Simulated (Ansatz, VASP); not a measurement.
**One calculation of MnS, two programs**

INCAR

```
  ALGO = Normal
  EDIFF = 1E-6
  ENCUT = 520
  GGA = PE
  ISIF = 2
  ISMEAR = 0
  LASPH = True
  LCHARG = False
  LREAL = False
  LWAVE = False
  NBANDS = 16
  NELM = 60
  PREC = Accurate
  SIGMA = 0.05
```

The input KPOINTS:

```
k-points
0
Gamma
  10 10 10
```

POSCAR

```
MnS
1.0
    0.0000000000      2.4551172414      2.4551172414
    2.4551172414      0.0000000000      2.4551172414
    2.4551172414      2.4551172414      0.0000000000
Mn S
1 1
Direct
    0.0000000000      0.0000000000      0.0000000000
    0.2500000000      0.2500000000      0.2500000000
```

Input for Ansatz:

```yaml
crystal:
  lattice:
    - [0.0, 2.4551172414, 2.4551172414]
    - [2.4551172414, 0.0, 2.4551172414]
    - [2.4551172414, 2.4551172414, 0.0]
  atoms:
    - { symbol: Mn, position: [0.0, 0.0, 0.0] }
    - { symbol: S, position: [0.25, 0.25, 0.25] }
basis:
  ecutwfc: 420
  ecutrho_ratio: 4
kpoints:
  mp_grid: { grid: [10, 10, 10] }
hamiltonian:
  xc: pbe
scf:
  occupations: { method: gaussian, width: 0.05 }
output:
  forces: true
  stress: true
  eigenvalues: true
```

Alike in both runs: task single point; functional PBE; k mesh 10 × 10 × 10; occupations gaussian, width 0.05 eV; no spin polarisation.

|  | VASP | Ansatz |
| --- | --- | --- |
| version | VASP 6.6.1 | Ansatz 0.2.0 |
| potentials or method | VASP PAW PBE potentials, release 64 (Mn_pv, S), cutoff 520 eV | scalar-relativistic, plane waves, PAW |
| valence electrons in the cell | 19 | 21 |

|  | VASP | Ansatz | Ansatz less VASP |
| --- | --- | --- | --- |
| gap on the k mesh at the Fermi level (eV) | none | none | - |
| pressure (GPa) | 6.3 | 6.2 | -0.07 |

A gap of «none» marks a metal or a gap that the smearing closes. With one functional, cell and mesh, what is left measures potentials, basis and numerics. VASP's potentials hold 19 valence electrons a cell and Ansatz's 21, so a difference there can come from the potentials and not from the codes.
